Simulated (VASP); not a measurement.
# VSi2 (P4/nmm) in VASP: a series of runs

VSi2 is run at these levels: PBE; tasks: single point.

Everything below comes from runs of VASP 6.6.1. Logs are shortened: lines on timing, memory, paths and dates and some standing lists are left out, and cuts for length are marked.

**1. The cell of the first run**

Symmetry: P4/nmm, No. 129, tetragonal system. The conventional cell has a = 3.313 Å, b = 3.313 Å, c = 7.592 Å, α = 90.00°, β = 90.00°, γ = 90.00°. Within 3.3 Å of V (site symmetry 4mm) lie 9 Si at 2.52 to 2.64 Å. Within 3.1 Å of Si (site symmetry -4m2) lie 4 Si at 2.34 Å and 4 V at 2.52 Å. Within 3.4 Å of Si (site symmetry 4mm) lie 5 V at 2.57 to 2.64 Å and 8 Si at 2.70 to 3.31 Å.

**2. Single point, PBE**

Input file INCAR:

```
SYSTEM = VSi2
  PREC = Accurate
  ENCUT = 520
  EDIFF = 1E-7
  ISMEAR = 0
  SIGMA = 0.1
  LREAL = .FALSE.
  LASPH = .TRUE.
  NELM = 80
  ALGO = Normal
  ISIF = 2
  LWAVE = .FALSE.
  LCHARG = .FALSE.
  GGA = PE
  NBANDS = 30
```

Input file KPOINTS:

```
Automatic mesh
0
G
  6 6 4
  0 0 0
```

Input file POSCAR:

```
VSi2
1.0
    3.3134456992      0.0000000000      0.0000000000
    0.0000000000      3.3134456992      0.0000000000
    0.0000000000      0.0000000000      7.5923495613
V Si
2 4
Direct
    0.0000000000      0.5000000000      0.7495916783
    0.5000000000      0.0000000000      0.2504083217
    0.0000000000      0.0000000000      0.0000000000
    0.5000000000      0.5000000000      0.0000000000
    0.0000000000      0.5000000000      0.4111975243
    0.5000000000      0.0000000000      0.5888024757
```

Potentials or basis: VASP PAW PBE potentials, release 64 (V_sv, Si).

Launch:

```
> cat potpaw_PBE.64/V_sv/POTCAR potpaw_PBE.64/Si/POTCAR > POTCAR
> mpirun -np 1 vasp_std > vasp.out
```

OUTCAR:

```text
SYSTEM = VSi2
   PREC = Accurate
   ENCUT = 520
   EDIFF = 1E-7
   ISMEAR = 0
   LREAL = .FALSE.
   LASPH = .TRUE.
   NELM = 80
   ISIF = 2
   GGA = PE

 ion  position               nearest neighbor table
   1  0.000  0.500  0.750-   3 2.52   4 2.52   3 2.52   4 2.52   5 2.57   6 2.64   6 2.64   6 2.64
                             6 2.64
   2  0.500  0.000  0.250-   3 2.52   4 2.52   4 2.52   3 2.52   6 2.57   5 2.64   5 2.64   5 2.64
                             5 2.64
   3  0.000  0.000  0.000-   4 2.34   4 2.34   4 2.34   4 2.34   2 2.52   2 2.52   1 2.52   1 2.52

   4  0.500  0.500  0.000-   3 2.34   3 2.34   3 2.34   3 2.34   2 2.52   1 2.52   1 2.52   2 2.52

   5  0.000  0.500  0.411-   1 2.57   2 2.64   2 2.64   2 2.64   2 2.64   6 2.70   6 2.70   6 2.70
                             6 2.70
   6  0.500  0.000  0.589-   2 2.57   1 2.64   1 2.64   1 2.64   1 2.64   5 2.70   5 2.70   5 2.70
                             5 2.70

  LATTYP: Found a simple tetragonal cell.
 ALAT       =     3.3134456992
 C/A-ratio  =     2.2913758820

  Lattice vectors:

 A1 = (   3.3134456992,   0.0000000000,   0.0000000000)
 A2 = (   0.0000000000,   3.3134456992,   0.0000000000)
 A3 = (   0.0000000000,   0.0000000000,   7.5923495613)

Analysis of symmetry for initial positions (statically):
=====================================================================
 Subroutine PRICEL returns:
 Original cell was already a primitive cell.

 Routine SETGRP: Setting up the symmetry group for a
 simple tetragonal supercell.

 Subroutine GETGRP returns: Found 16 space group operations
 (whereof  8 operations were pure point group operations)
 out of a pool of 16 trial point group operations.

The static configuration has the point symmetry D_2d.
 The point group associated with its full space group is D_4h.

Analysis of symmetry for dynamics (positions and initial velocities):
=====================================================================
 Subroutine PRICEL returns:
 Original cell was already a primitive cell.

 Routine SETGRP: Setting up the symmetry group for a
 simple tetragonal supercell.

 Subroutine GETGRP returns: Found 16 space group operations
 (whereof  8 operations were pure point group operations)
 out of a pool of 16 trial point group operations.

The dynamic configuration has the point symmetry D_2d.
 The point group associated with its full space group is D_4h.

 Subroutine INISYM returns: Found 16 space group operations
 (whereof  8 operations are pure point group operations),
 and found     1 'primitive' translations

----------------------------------------------------------------------------------------

                                     Primitive cell

  volume of cell :      83.3558

  direct lattice vectors                    reciprocal lattice vectors
     3.313445699  0.000000000  0.000000000     0.301800630  0.000000000  0.000000000
     0.000000000  3.313445699  0.000000000     0.000000000  0.301800630  0.000000000
     0.000000000  0.000000000  7.592349561     0.000000000  0.000000000  0.131711533

  length of vectors
     3.313445699  3.313445699  7.592349561     0.301800630  0.301800630  0.131711533

  position of ions in fractional coordinates (direct lattice)
     0.000000000  0.500000000  0.749591678
     0.500000000  0.000000000  0.250408322
     0.000000000  0.000000000  0.000000000
     0.500000000  0.500000000  0.000000000
     0.000000000  0.500000000  0.411197524
     0.500000000  0.000000000  0.588802476

  ion indices of the primitive-cell ions
   primitive index   ion index
                 1           1
                 2           2
                 3           3
                 4           4
                 5           5
                 6           6

----------------------------------------------------------------------------------------

 KPOINTS: Automatic mesh

Automatic generation of k-mesh.
 Grid dimensions read from file:
 generate k-points for:    6    6    4

 Generating k-lattice:

  Cartesian coordinates                     Fractional coordinates (reciprocal lattice)
     0.050300105  0.000000000  0.000000000     0.166666667  0.000000000  0.000000000
     0.000000000  0.050300105  0.000000000     0.000000000  0.166666667  0.000000000
     0.000000000  0.000000000  0.032927883     0.000000000  0.000000000  0.250000000

  Length of vectors
     0.050300105  0.050300105  0.032927883

  Shift w.r.t. Gamma in fractional coordinates (k-lattice)
     0.000000000  0.000000000  0.000000000

 Subroutine IBZKPT returns following result:
 ===========================================

 Found     30 irreducible k-points:

 Following reciprocal coordinates:
            Coordinates               Weight
  0.000000  0.000000  0.000000      1.000000
  0.166667  0.000000  0.000000      4.000000
  0.333333  0.000000  0.000000      4.000000
  0.500000  0.000000  0.000000      2.000000
  0.166667  0.166667  0.000000      4.000000
  0.333333  0.166667  0.000000      8.000000
[... 16 lines left out ...]
  0.333333  0.000000  0.500000      4.000000
  0.500000  0.000000  0.500000      2.000000
 [... further k-points ...]
   k-points           NKPTS =     30   k-points in BZ     NKDIM =     30   number of bands    NBANDS=     30
   number of dos      NEDOS =    301   number of ions     NIONS =      6
   total plane-waves  NPLWV =  43904
   dimension x,y,z NGX =    28 NGY =   28 NGZ =   56
   dimension x,y,z NGXF=    56 NGYF=   56 NGZF=  112
   ions per type =               2   4
   NGX,Y,Z   is equivalent  to a cutoff of  14.05, 14.05, 12.26 a.u.
   NGXF,Y,Z  is equivalent  to a cutoff of  28.10, 28.10, 24.52 a.u.
 SYSTEM =  VSi2
   PREC   = accura    normal or accurate (medium, high low for compatibility)
   ISTART =      0    job   : 0-new  1-cont  2-samecut
   ICHARG =      2    charge: 1-file 2-atom 10-const
   ISPIN  =      1    spin polarized calculation?
   LNONCOLLINEAR =      F non collinear calculations
   LSORBIT =      F    spin-orbit coupling
   LASPH  =      T    aspherical Exc in radial PAW
   ENCUT  =  520.0 eV  38.22 Ry    6.18 a.u.   6.16  6.16 14.12*2*pi/ulx,y,z
   NELM   =     80;   NELMIN=  2; NELMDL= -5     # of ELM steps
   EDIFF  = 0.1E-06   stopping-criterion for ELM
   LREAL  =      F    real-space projection
   EDIFFG = 0.1E-05   stopping-criterion for IOM
   NSW    =      0    number of steps for IOM
   IBRION =     -1    ionic relax: 0-MD 1-quasi-New 2-CG
   NFREE  =      0    steps in history (QN), initial steepest desc. (CG)
   ISIF   =      2    stress and relaxation
   ISYM   =      2    0-nonsym 1-usesym 2-fastsym
   POTIM  = 0.5000    time-step for ionic-motion
   TEBEG  =    0.0;   TEEND  =   0.0 temperature during run
   PSTRESS=    0.0 pullay stress
   NELECT =      42.0000    total number of electrons
   NUPDOWN=      -1.0000    fix difference up-down
   EMIN   =  10.00;   EMAX   =-10.00  energy-range for DOS
   EFERMI =   0.00;   METHOD = LEGACY
   ISMEAR =     0;   SIGMA  =   0.10  broadening in eV -4-tet -1-fermi 0-gaus
   EFERMI_NEDOS =   21; number of points for ismear=-14 and -15
   IALGO  =     38    algorithm
   IMIX   =      4    mixing-type and parameters
     AMIX     =   0.40;   BMIX     =  1.00
     AMIX_MAG =   1.60;   BMIX_MAG =  1.00
  volume/ion in A,a.u.               =      13.89        93.75
  Fermi-wavevector in a.u.,A,eV,Ry     =   1.302705  2.461755 23.089622  1.697039
  Thomas-Fermi vector in A             =   2.433755
   LORBIT       =      0    0 simple, 1 ext, 2 COOP (PROOUT), +10 PAW based schemes
   GGA     = PE    functional components
   LHFCALC =     F    Hartree Fock is set to
   AEXX    =    0.0000 exact exchange contribution
   IVDW    =     0    specifies the selected vdW correction
   LEPSILON=     F    determine dielectric tensor
   LRPA    =     F    only Hartree local field effects (RPA)
 non-spin polarized calculation
 Gauss-broadening in eV      SIGMA  =   0.10
  energy-cutoff  :      520.00
  volume of cell :       83.36
 maximum number of plane-waves:      2280
 NGX is ok and might be reduce to    28
   NGX = 13   NGY = 13   NGZ = 29

 number of electron      41.9999984 magnetization

 Free energy of the ion-electron system (eV)
  ---------------------------------------------------
  ext. energy  EPLUGINS =         0.00000000
  ---------------------------------------------------
  free energy    TOTEN  =       -41.43272196 eV

  energy without entropy =      -41.41817116  energy(sigma->0) =      -41.42544656

 E-fermi :   9.4714     XC(G=0): -11.7430

 val. band max:        9.4219057818   @ k =   0.3333   0.1667   0.0000
 cond. band min:       9.4801990917   @ k =   0.0000   0.0000   0.5000
 fundamental gap:      0.0582933100
 Fermi energy:         9.4713529201

 k-point     1 :       0.0000    0.0000    0.0000
  band No.  band energies     occupation
      1     -54.2440      2.00000
      2     -54.2438      2.00000
      3     -28.1132      2.00000
      4     -28.1132      2.00000
      5     -28.1124      2.00000
      6     -28.1124      2.00000
[... 22 lines left out ...]
     29      13.5765      0.00000
     30      14.2497      0.00000

 k-point     2 :       0.1667    0.0000    0.0000
  band No.  band energies     occupation
      1     -54.2430      2.00000
      2     -54.2427      2.00000
      3     -28.1287      2.00000
      4     -28.1281      2.00000
      5     -28.1118      2.00000
      6     -28.1112      2.00000
[... 22 lines left out ...]
     29      13.7594      0.00000
     30      14.8113      0.00000

 k-point     3 :       0.3333    0.0000    0.0000
  band No.  band energies     occupation
      1     -54.2408      2.00000
      2     -54.2406      2.00000
      3     -28.1596      2.00000
      4     -28.1592      2.00000
      5     -28.1090      2.00000
      6     -28.1086      2.00000
[... 682 lines left out ...]
     29      13.7670      0.00000
     30      14.4544      0.00000

 k-point    24 :       0.5000    0.0000    0.5000
  band No.  band energies     occupation
      1     -54.2396      2.00000
      2     -54.2396      2.00000
      3     -28.1749      2.00000
      4     -28.1749      2.00000
      5     -28.1075      2.00000
      6     -28.1075      2.00000
[... 22 lines left out ...]
     29      14.5058      0.00000
     30      14.5058      0.00000

 [... further k-points ...]

------------------------ aborting loop because EDIFF is reached ----------------------------------------

  FORCE on cell =-STRESS in cart. coord.  units (eV):
  Direction    XX          YY          ZZ          XY          YZ          ZX
  --------------------------------------------------------------------------------------
  -------------------------------------------------------------------------------------
  Total       -0.0081741     -0.0081741      0.0401297      0.0000000      0.0000000     -0.0000000
  in kB       -0.1571134     -0.1571134      0.7713312      0.0000000      0.0000000     -0.0000000
  external PRESSURE =       0.1523681 kB  Pullay stress =       0.0000000 kB

 VOLUME and BASIS-vectors are now :
 -----------------------------------------------------------------------------
  energy-cutoff  :      520.00
  volume of cell :       83.36
      direct lattice vectors                 reciprocal lattice vectors
     3.313445699  0.000000000  0.000000000     0.301800630  0.000000000  0.000000000
     0.000000000  3.313445699  0.000000000     0.000000000  0.301800630  0.000000000
     0.000000000  0.000000000  7.592349561     0.000000000  0.000000000  0.131711533

 POSITION                                       TOTAL-FORCE (eV/Angst)
 -----------------------------------------------------------------------------------
      0.00000      1.65672      5.69116         0.000000     -0.000000     -0.012047
      1.65672      0.00000      1.90119        -0.000000      0.000000      0.012047
      0.00000      0.00000      0.00000         0.000000      0.000000      0.000000
      1.65672      1.65672      0.00000        -0.000000      0.000000      0.000000
      0.00000      1.65672      3.12196         0.000000      0.000000     -0.000669
      1.65672      0.00000      4.47039         0.000000      0.000000      0.000669
 -----------------------------------------------------------------------------------
    total drift:                                0.000000      0.000000     -0.000000

  FREE ENERGIE OF THE ION-ELECTRON SYSTEM (eV)
  ---------------------------------------------------
  free  energy   TOTEN  =       -41.4327219620 eV

  energy  without entropy=      -41.4181711620  energy(sigma->0) =      -41.42544656
```

Wall time 98 s (1 thread of Intel Xeon Platinum 8259CL at 2.50GHz (Skylake/Cascade Lake), shared host); peak memory 0.22 GiB.

Results:

| Item | Value |
| --- | --- |
| Free energy | -41.4327 eV |
| Pressure | 0.0 GPa |
| Largest force | 0.012 eV/Å |
| Band gap on the k mesh | zero (band 21 reaches 10.68 eV, above the bottom of band 22 at 8.79 eV) |

Forces on the atoms (eV/Å):
```
V    0.000  0.000 -0.012
V    0.000  0.000  0.012
Si   0.000  0.000  0.000
Si   0.000  0.000  0.000
Si   0.000  0.000 -0.001
Si   0.000  0.000  0.001
```

Stress tensor (GPa, compression positive):
```
-0.02  0.00  0.00
 0.00 -0.02  0.00
 0.00  0.00  0.08
```

Levels at points of the mesh, in eV from the Fermi level:
```
           k point  band 17  band 18  band 19  band 20  band 21  band 22  band 23  band 24  band 25  band 26
(0.00, 0.00, 0.00)    -1.22    -0.60    -0.28    -0.28     0.41     0.41     1.16     1.28     2.81     3.11
(0.50, 0.00, 0.00)    -1.01    -1.01    -0.63    -0.63    -0.16    -0.16     1.97     1.97     3.14     3.14
(0.50, 0.50, 0.00)    -2.12    -2.12    -1.65    -1.65    -0.62    -0.62     1.90     1.90     2.46     2.46
(0.00, 0.00, 0.50)    -1.42    -0.84    -0.84     0.01     1.21     1.23     1.87     1.87     2.20     2.20
(0.50, 0.00, 0.50)    -0.85    -0.85    -0.80    -0.80     0.26     0.26     2.02     2.02     2.58     2.58
(0.50, 0.50, 0.50)    -1.62    -1.62    -1.28    -1.28    -0.68    -0.68     1.69     1.69     1.90     1.90
```

**3. Single point, PBE**

Input file INCAR:

```
PREC = Accurate ; ENCUT = 520
EDIFF = 1E-6 ; ISMEAR = 0
SIGMA = 0.1 ; LREAL = F
LASPH = T ; NELM = 100
ALGO = Normal ; ISIF = 2
LWAVE = F ; LCHARG = F
GGA = PE ; NBANDS = 30
```

Input file KPOINTS:

```
regular mesh
0
Gamma
  12 12 6
```

Input file POSCAR:

```
VSi2
1.0
    3.3129629636      0.0000000000      0.0000000000
    0.0000000000      3.3129629636      0.0000000000
    0.0000000000      0.0000000000      7.5935853083
V Si
2 4
Direct
    0.0000000000      0.5000000000      0.7494197586
    0.5000000000      0.0000000000      0.2505802414
    0.0000000000      0.0000000000      0.0000000000
    0.5000000000      0.5000000000      0.0000000000
    0.0000000000      0.5000000000      0.4111630543
    0.5000000000      0.0000000000      0.5888369457
```

Potentials or basis: VASP PAW PBE potentials, release 64 (V_sv, Si).

Launch:

```
> cat potpaw_PBE.64/V_sv/POTCAR potpaw_PBE.64/Si/POTCAR > POTCAR
> mpirun -np 1 vasp_std > vasp.out
```

Run time: 4.5 min. Hardware: 1 thread of Intel Xeon Platinum 8488C (Sapphire Rapids), shared host; peak memory 0.35 GiB.

Results (log left out):

* Free energy: -41.4310 eV
* Pressure: 0.0 GPa
* Largest force: 0.009 eV/Å
* Band gap on the k mesh: zero (band 21 reaches 10.68 eV, above the bottom of band 22 at 8.74 eV)

Forces in eV/Å, atoms in the order of the input:
```
V    0.000  0.000 -0.009
V    0.000  0.000  0.009
Si   0.000  0.000  0.000
Si   0.000  0.000  0.000
Si   0.000  0.000 -0.003
Si   0.000  0.000  0.003
```

Stress tensor (GPa, compression positive):
```
0.00 0.00 0.00
0.00 0.00 0.00
0.00 0.00 0.09
```

Levels at points of the mesh, in eV from the Fermi level:
| k point | band 18 | band 19 | band 20 | band 21 | band 22 | band 23 | band 24 | band 25 |
| --- | --- | --- | --- | --- | --- | --- | --- | --- |
| (0.00, 0.00, 0.00) | -0.59 | -0.27 | -0.27 | 0.42 | 0.42 | 1.17 | 1.30 | 2.82 |
| (0.50, 0.00, 0.00) | -0.99 | -0.62 | -0.62 | -0.15 | -0.15 | 1.98 | 1.98 | 3.14 |
| (0.50, 0.50, 0.00) | -2.11 | -1.64 | -1.64 | -0.61 | -0.61 | 1.91 | 1.91 | 2.46 |
| (0.00, 0.00, 0.50) | -0.83 | -0.83 | 0.02 | 1.22 | 1.25 | 1.87 | 1.87 | 2.21 |
| (0.50, 0.00, 0.50) | -0.84 | -0.79 | -0.79 | 0.27 | 0.27 | 2.03 | 2.03 | 2.59 |
| (0.50, 0.50, 0.50) | -1.61 | -1.27 | -1.27 | -0.67 | -0.67 | 1.70 | 1.70 | 1.91 |
